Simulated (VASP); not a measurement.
Ag:

```
Ag
1.0
     0.00000    2.04275    2.04275
     2.04275    0.00000    2.04275
     2.04275    2.04275    0.00000
Ag
1
Direct
  0.00000 0.00000 0.00000
```

* Program: VASP 6.6.1
* Task: relaxation of cell and atoms
* Functional: LDA
* Potentials or basis: VASP PAW LDA potentials, release 64 (Ag)
* Cutoff: 600 eV
* k mesh: 18 × 18 × 18
* Occupations: methfessel-paxton, width 0.05 eV
* Spin: no spin polarisation

At the start: pressure -7.1 GPa; volume 17.05 Å³/atom.

Question: How do energy, volume and symmetry change on relaxing?

Answer: Over 3 steps the energy falls by 24.0 meV/atom and the volume is 16.05 Å³/atom (-5.9 %); space group Fm-3m (No. 225, to 0.1 Å) before and after.

Step by step:
```csv
step,energy change (eV),largest force (eV/Å),pressure (GPa),volume (Å³)
1,0.0000,0.0000,-7.14,17.05
2,-0.0047,0.0000,8.21,15.24
3,-0.0240,0.0000,-0.06,16.05
```

Final structure:
```
Ag
1.0
     0.00000    2.00196    2.00196
     2.00196    0.00000    2.00196
     2.00196    2.00196    0.00000
Ag
1
Direct
  0.00000 0.00000 0.00000
```
